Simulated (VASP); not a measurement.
Crystal: Au.

```
Au
1.0
     2.61498    0.00000    0.00000
     0.00000    2.61498    0.00000
     0.00000    0.00000    2.61498
Au
1
Direct
  0.00000 0.00000 0.00000
```

```yaml
Program: VASP 6.6.1
Task: relaxation of cell and atoms
Functional: LDA
Potentials_or_basis: VASP PAW LDA potentials, release 64 (Au_sv_GW)
Cutoff: 500 eV
k_mesh: 16 × 16 × 16
Occupations: fermi-dirac, width 0.05 eV
Spin: no spin polarisation
```

At the start: pressure 9.8 GPa; volume 17.88 Å³/atom.

How do energy, volume and symmetry change on relaxing?

Over 4 steps the energy falls by 27.2 meV/atom and the volume is 18.82 Å³/atom (+5.3 %); space group Pm-3m (No. 221, to 0.05 Å).

The path:
```tsv
step	energy change (eV)	largest force (eV/Å)	pressure (GPa)	volume (Å³)
1	0.0000	0.0000	9.80	17.88
2	0.0664	0.0000	-13.12	20.86
3	-0.0271	0.0000	-0.30	18.85
4	-0.0272	0.0000	-0.03	18.82
```

Final structure:
```
CELL_PARAMETERS angstrom
2.65998 0.00000 0.00000
0.00000 2.65998 0.00000
0.00000 0.00000 2.65998
ATOMIC_POSITIONS crystal
Au 0.00000 0.00000 0.00000
```
